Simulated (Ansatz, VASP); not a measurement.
# One calculation of HfO2, two programs

INCAR

```
ALGO     = Normal         # electronic algorithm
EDIFF    = 1E-6           # SCF threshold, eV
EDIFFG   = -0.01          # ionic threshold
ENCUT    = 600            # plane-wave cutoff, eV
GGA      = PS             # functional
IBRION   = 2              # ionic algorithm
ISIF     = 3              # what is computed and relaxed
ISMEAR   = 0              # smearing method
LASPH    = T              # aspherical terms in the spheres
LCHARG   = F              # write CHGCAR
LREAL    = F              # projectors in reciprocal space
LWAVE    = F              # write WAVECAR
NELM     = 100            # most SCF steps
NSW      = 80             # ionic steps
PREC     = Accurate       # precision mode
SIGMA    = 0.01           # smearing width, eV
```

KPOINTS

```
k-points
0
Gamma
  6 6 4
```

The input POSCAR:

```
HfO2
1.0
    3.5580190000      0.0000000000      0.0000000000
    0.0000000000      3.5580190000      0.0000000000
    0.0000000000      0.0000000000      5.1718610000
Hf O
2 4
Direct
    0.5000000000      0.5000000000      0.5000000000
    0.0000000000      0.0000000000      0.0000000000
    0.0000000000      0.5000000000      0.6972080000
    0.5000000000      0.0000000000      0.8027920000
    0.5000000000      0.0000000000      0.3027920000
    0.0000000000      0.5000000000      0.1972080000
```

Input for Ansatz:

```yaml
crystal:
  lattice:
    - [3.558019, 0.0, 0.0]
    - [0.0, 3.558019, 0.0]
    - [0.0, 0.0, 5.171861]
  atoms:
    - { symbol: Hf, position: [0.5, 0.5, 0.5] }
    - { symbol: Hf, position: [0.0, 0.0, 0.0] }
    - { symbol: O, position: [0.0, 0.5, 0.6972079999999999] }
    - { symbol: O, position: [0.5, 0.0, 0.802792] }
    - { symbol: O, position: [0.5, 0.0, 0.30279199999999995] }
    - { symbol: O, position: [0.0, 0.5, 0.19720800000000002] }
kpoints:
  mp_grid:
    grid: [6, 6, 4]
hamiltonian:
  xc: pbesol
  dispersion: none
scf:
  occupations:
    method: fixed
relax:
  cell: {}
```

Alike in both runs: task relaxation of cell and atoms; functional PBEsol; k mesh 6 × 6 × 4; no spin polarisation.

|  | VASP | Ansatz |
| --- | --- | --- |
| version | VASP 6.6.1 | Ansatz 0.2.0 |
| potentials or method | VASP PAW PBE potentials, release 64 (Hf_pv, O) | plane waves, PAW |
| plane-wave cutoff (eV) | 600 | 420 |
| occupations | gaussian, width 0.01 eV | fixed |
| valence electrons in the cell | 44 | 76 |

Ansatz gave:

| Property | Result |
| --- | --- |
| relaxed volume (Å³/atom) | 10.96 |
| relaxed length of the cell vector where the two differ most in proportion (Å) | 5.166 |

Q: What did VASP give for the same quantities?

A: Relaxed volume (Å³/atom): 10.78; relaxed length of the cell vector where the two differ most in proportion (Å): 5.129.

VASP's potentials were made for PBE, not for PBEsol. VASP's potentials hold 44 valence electrons a cell and Ansatz's 76, so a difference there can come from the potentials and not from the codes.

Neither program's run includes spin-orbit coupling.
